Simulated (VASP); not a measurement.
# Zn (Fm-3m) in VASP: a series of runs, part 2 of 2

VASP 6.6.1. The steps go on from the part before.

**4. Single point, revPBE (volume scaled by 1.04)**

Contents of INCAR:

```
PREC = Accurate
ENCUT = 520
EDIFF = 1E-7
ISMEAR = -1
SIGMA = 0.1
LREAL = F
LASPH = T
NELM = 60
ALGO = Normal
ISIF = 2
LWAVE = F
LCHARG = F
GGA = RE
NBANDS = 12
```

Contents of KPOINTS:

```
regular mesh
0
Gamma
  15 15 15
```

Contents of POSCAR:

```
Zn
1.0
    0.0000000000      2.0131357307      2.0131357307
    2.0131357307      0.0000000000      2.0131357307
    2.0131357307      2.0131357307      0.0000000000
Zn
1
Direct
    0.0000000000      0.0000000000      0.0000000000
```

Potentials or basis: VASP PAW PBE potentials, release 64 (Zn).

Launch:

```
$ cat potpaw_PBE.64/Zn/POTCAR > POTCAR
$ mpirun -np 1 vasp_std > vasp.out
```

OUTCAR:

```text
PREC = Accurate
   ENCUT = 520
   EDIFF = 1E-7
   ISMEAR = -1
   LREAL = F
   LASPH = T
   NELM = 60
   ISIF = 2
   GGA = RE

 ion  position               nearest neighbor table
   1  0.000  0.000  0.000-

  LATTYP: Found a face centered cubic cell.
 ALAT       =     4.0262714614

  Lattice vectors:

 A1 = (   0.0000000000,   2.0131357307,   2.0131357307)
 A2 = (   2.0131357307,   0.0000000000,   2.0131357307)
 A3 = (   2.0131357307,   2.0131357307,   0.0000000000)

Analysis of symmetry for initial positions (statically):
=====================================================================
 Subroutine PRICEL returns:
 Original cell was already a primitive cell.

 Routine SETGRP: Setting up the symmetry group for a
 face centered cubic supercell.

 Subroutine GETGRP returns: Found 48 space group operations
 (whereof 48 operations were pure point group operations)
 out of a pool of 48 trial point group operations.

The static configuration has the point symmetry O_h .

Analysis of symmetry for dynamics (positions and initial velocities):
=====================================================================
 Subroutine PRICEL returns:
 Original cell was already a primitive cell.

 Routine SETGRP: Setting up the symmetry group for a
 face centered cubic supercell.

 Subroutine GETGRP returns: Found 48 space group operations
 (whereof 48 operations were pure point group operations)
 out of a pool of 48 trial point group operations.

The dynamic configuration has the point symmetry O_h .

 Subroutine INISYM returns: Found 48 space group operations
 (whereof 48 operations are pure point group operations),
 and found     1 'primitive' translations

----------------------------------------------------------------------------------------

                                     Primitive cell

  volume of cell :      16.3173

  direct lattice vectors                    reciprocal lattice vectors
     0.000000000  2.013135731  2.013135731    -0.248368748  0.248368748  0.248368748
     2.013135731  0.000000000  2.013135731     0.248368748 -0.248368748  0.248368748
     2.013135731  2.013135731  0.000000000     0.248368748  0.248368748 -0.248368748

  length of vectors
     2.847003853  2.847003853  2.847003853     0.430187290  0.430187290  0.430187290

  position of ions in fractional coordinates (direct lattice)
     0.000000000  0.000000000  0.000000000

  ion indices of the primitive-cell ions
   primitive index   ion index
                 1           1

----------------------------------------------------------------------------------------

 KPOINTS: regular mesh

Automatic generation of k-mesh.
 Grid dimensions read from file:
 generate k-points for:   15   15   15

 Generating k-lattice:

  Cartesian coordinates                     Fractional coordinates (reciprocal lattice)
    -0.016557917  0.016557917  0.016557917     0.066666667  0.000000000  0.000000000
     0.016557917 -0.016557917  0.016557917     0.000000000  0.066666667  0.000000000
     0.016557917  0.016557917 -0.016557917     0.000000000  0.000000000  0.066666667

  Length of vectors
     0.028679153  0.028679153  0.028679153

  Shift w.r.t. Gamma in fractional coordinates (k-lattice)
     0.000000000  0.000000000  0.000000000

 Subroutine IBZKPT returns following result:
 ===========================================

 Found    120 irreducible k-points:

 Following reciprocal coordinates:
            Coordinates               Weight
  0.000000  0.000000  0.000000      1.000000
  0.066667  0.000000  0.000000      8.000000
  0.133333  0.000000  0.000000      8.000000
  0.200000  0.000000  0.000000      8.000000
  0.266667  0.000000  0.000000      8.000000
  0.333333  0.000000  0.000000      8.000000
[... 16 lines left out ...]
  0.133333  0.133333  0.000000      6.000000
  0.200000  0.133333  0.000000     24.000000
 [... further k-points ...]
   k-points           NKPTS =    120   k-points in BZ     NKDIM =    120   number of bands    NBANDS=     12
   number of dos      NEDOS =    301   number of ions     NIONS =      1
   total plane-waves  NPLWV =  13824
   dimension x,y,z NGX =    24 NGY =   24 NGZ =   24
   dimension x,y,z NGXF=    48 NGYF=   48 NGZF=   48
   ions per type =               1
   NGX,Y,Z   is equivalent  to a cutoff of  14.01, 14.01, 14.01 a.u.
   NGXF,Y,Z  is equivalent  to a cutoff of  28.03, 28.03, 28.03 a.u.
 SYSTEM =  unknown system
   PREC   = accura    normal or accurate (medium, high low for compatibility)
   ISTART =      0    job   : 0-new  1-cont  2-samecut
   ICHARG =      2    charge: 1-file 2-atom 10-const
   ISPIN  =      1    spin polarized calculation?
   LNONCOLLINEAR =      F non collinear calculations
   LSORBIT =      F    spin-orbit coupling
   LASPH  =      T    aspherical Exc in radial PAW
   ENCUT  =  520.0 eV  38.22 Ry    6.18 a.u.   5.29  5.29  5.29*2*pi/ulx,y,z
   NELM   =     60;   NELMIN=  2; NELMDL= -5     # of ELM steps
   EDIFF  = 0.1E-06   stopping-criterion for ELM
   LREAL  =      F    real-space projection
   EDIFFG = 0.1E-05   stopping-criterion for IOM
   NSW    =      0    number of steps for IOM
   IBRION =     -1    ionic relax: 0-MD 1-quasi-New 2-CG
   NFREE  =      0    steps in history (QN), initial steepest desc. (CG)
   ISIF   =      2    stress and relaxation
   ISYM   =      2    0-nonsym 1-usesym 2-fastsym
   POTIM  = 0.5000    time-step for ionic-motion
   TEBEG  =    0.0;   TEEND  =   0.0 temperature during run
   PSTRESS=    0.0 pullay stress
   NELECT =      12.0000    total number of electrons
   NUPDOWN=      -1.0000    fix difference up-down
   EMIN   =  10.00;   EMAX   =-10.00  energy-range for DOS
   EFERMI =   0.00;   METHOD = LEGACY
   ISMEAR =    -1;   SIGMA  =   0.10  broadening in eV -4-tet -1-fermi 0-gaus
   EFERMI_NEDOS =   21; number of points for ismear=-14 and -15
   IALGO  =     38    algorithm
   IMIX   =      4    mixing-type and parameters
     AMIX     =   0.40;   BMIX     =  1.00
     AMIX_MAG =   1.60;   BMIX_MAG =  1.00
  volume/ion in A,a.u.               =      16.32       110.11
  Fermi-wavevector in a.u.,A,eV,Ry     =   1.477697  2.792443 29.709542  2.183590
  Thomas-Fermi vector in A             =   2.592070
   LORBIT       =      0    0 simple, 1 ext, 2 COOP (PROOUT), +10 PAW based schemes
   GGA     = RE    functional components
   LHFCALC =     F    Hartree Fock is set to
   AEXX    =    0.0000 exact exchange contribution
   IVDW    =     0    specifies the selected vdW correction
   LEPSILON=     F    determine dielectric tensor
   LRPA    =     F    only Hartree local field effects (RPA)
 non-spin polarized calculation
  energy-cutoff  :      520.00
  volume of cell :       16.32
 maximum number of plane-waves:       459
 NGX is ok and might be reduce to    24
   NGX = 11   NGY = 11   NGZ = 11

 number of electron      11.9999990 magnetization

 Free energy of the ion-electron system (eV)
  ---------------------------------------------------
  ext. energy  EPLUGINS =         0.00000000
  ---------------------------------------------------
  free energy    TOTEN  =        -0.78874927 eV

  energy without entropy =       -0.77759609  energy(sigma->0) =       -0.78317268

 E-fermi :   2.6461     XC(G=0): -11.1010

 val. band max:        2.5670278662   @ k =   0.4667   0.0667   0.0000
 cond. band min:       2.7137664682   @ k =  -0.4667   0.2000   0.0000
 fundamental gap:      0.1467386020
 Fermi energy:         2.6460935295

 k-point     1 :       0.0000    0.0000    0.0000
  band No.  band energies     occupation
      1      -7.0905      2.00000
      2      -4.7437      2.00000
      3      -4.7437      2.00000
      4      -4.7437      2.00000
      5      -4.4145      2.00000
      6      -4.4145      2.00000
      7      20.0227      0.00000
      8      20.0228      0.00000
      9      20.0228      0.00000
     10      20.9828      0.00000
     11      22.8354      0.00000
     12      22.8354      0.00000
[... 331 lines left out ...]
 k-point    24 :       0.2000    0.1333    0.0000
  band No.  band energies     occupation
      1      -6.0003      2.00000
      2      -4.8693      2.00000
      3      -4.6196      2.00000
      4      -4.6094      2.00000
      5      -4.4592      2.00000
      6      -4.3530      2.00000
      7      14.1371      0.00000
      8      15.7774      0.00000
      9      17.6278      0.00000
     10      19.0824      0.00000
     11      20.1026      0.00000
     12      26.9284      0.00000

 [... further k-points ...]

------------------------ aborting loop because EDIFF is reached ----------------------------------------

  FORCE on cell =-STRESS in cart. coord.  units (eV):
  Direction    XX          YY          ZZ          XY          YZ          ZX
  --------------------------------------------------------------------------------------
  -------------------------------------------------------------------------------------
  Total       -0.2068763     -0.2068763     -0.2068763     -0.0000000      0.0000000     -0.0000000
  in kB      -20.3129106    -20.3129106    -20.3129106     -0.0000000      0.0000000     -0.0000000
  external PRESSURE =     -20.3129106 kB  Pullay stress =       0.0000000 kB

 VOLUME and BASIS-vectors are now :
 -----------------------------------------------------------------------------
  energy-cutoff  :      520.00
  volume of cell :       16.32
      direct lattice vectors                 reciprocal lattice vectors
     0.000000000  2.013135731  2.013135731    -0.248368748  0.248368748  0.248368748
     2.013135731  0.000000000  2.013135731     0.248368748 -0.248368748  0.248368748
     2.013135731  2.013135731  0.000000000     0.248368748  0.248368748 -0.248368748

 POSITION                                       TOTAL-FORCE (eV/Angst)
 -----------------------------------------------------------------------------------
      0.00000      0.00000      0.00000         0.000000     -0.000000     -0.000000
 -----------------------------------------------------------------------------------
    total drift:                               -0.000000      0.000000     -0.000000

  FREE ENERGIE OF THE ION-ELECTRON SYSTEM (eV)
  ---------------------------------------------------
  free  energy   TOTEN  =        -0.7887492669 eV

  energy  without entropy=       -0.7775960857  energy(sigma->0) =       -0.78317268
```

OSZICAR:

```text
N       E                     dE             d eps       ncg     rms          rms(c)
DAV:   1     0.421462513849E+02    0.42146E+02   -0.66038E+03  2964   0.155E+03
DAV:   2     0.447824945126E+00   -0.41698E+02   -0.39195E+02  3012   0.209E+02
DAV:   3    -0.848894583138E+00   -0.12967E+01   -0.12946E+01  3308   0.371E+01
DAV:   4    -0.852112125297E+00   -0.32175E-02   -0.32174E-02  3276   0.183E+00
DAV:   5    -0.852114824722E+00   -0.26994E-05   -0.26994E-05  3296   0.510E-02    0.237E+00
DAV:   6    -0.790966888289E+00    0.61148E-01   -0.33879E-01  3500   0.116E+01    0.190E+00
DAV:   7    -0.789408477908E+00    0.15584E-02   -0.61862E-03  3024   0.144E+00    0.950E-01
DAV:   8    -0.788727118060E+00    0.68136E-03   -0.13062E-03  3204   0.525E-01    0.471E-02
DAV:   9    -0.788748176141E+00   -0.21058E-04   -0.72232E-05  3264   0.933E-02    0.181E-02
DAV:  10    -0.788749518349E+00   -0.13422E-05   -0.23789E-06  3432   0.192E-02    0.146E-03
DAV:  11    -0.788749355560E+00    0.16279E-06   -0.50954E-08  2208   0.410E-03    0.434E-04
DAV:  12    -0.788749266851E+00    0.88709E-07   -0.11298E-08  1744   0.132E-03
   1 F= -.78874927E+00 E0= -.78317268E+00  d E =-.111532E-01
```

It took 12 s on 1 thread of Intel Xeon Platinum 8488C (Sapphire Rapids), shared host; peak memory 0.15 GiB.

Results:

| Item | Value |
| --- | --- |
| Free energy | -0.7887 eV |
| Pressure | -2.0 GPa |
| Band gap on the k mesh | zero (band 6 reaches 4.41 eV, above the bottom of band 7 at 1.39 eV) |

Levels at points of the mesh, in eV from the Fermi level:
```csv
k point,band 3,band 4,band 5,band 6,band 7,band 8,band 9,band 10
"(0.00, 0.00, 0.00)",-7.39,-7.39,-7.06,-7.06,17.38,17.38,17.38,18.34
```

Caveat: the PAW data sets were made with another functional, which shifts forces and pressure a little.

**5. Summary**

| cell | gap on the mesh (eV) | pressure (GPa) |
| --- | --- | --- |
| a = 2.772 Å, angles 60.0°, 1 atom | none | 3.0 |
| a = 2.810 Å, angles 60.0°, 1 atom | none | 0.1 |
| a = 2.847 Å, angles 60.0°, 1 atom | none | -2.0 |

Alike in all rows: task single point; level revPBE; potentials or basis VASP PAW PBE potentials, release 64 (Zn); no spin polarisation; k mesh 15 × 15 × 15; cutoff (eV) 520; smearing fermi-dirac 0.1 eV.

Caveats: the PAW data sets were made with another functional, which shifts forces and pressure a little.

Absolute energies hang on the potentials; compare differences alone.
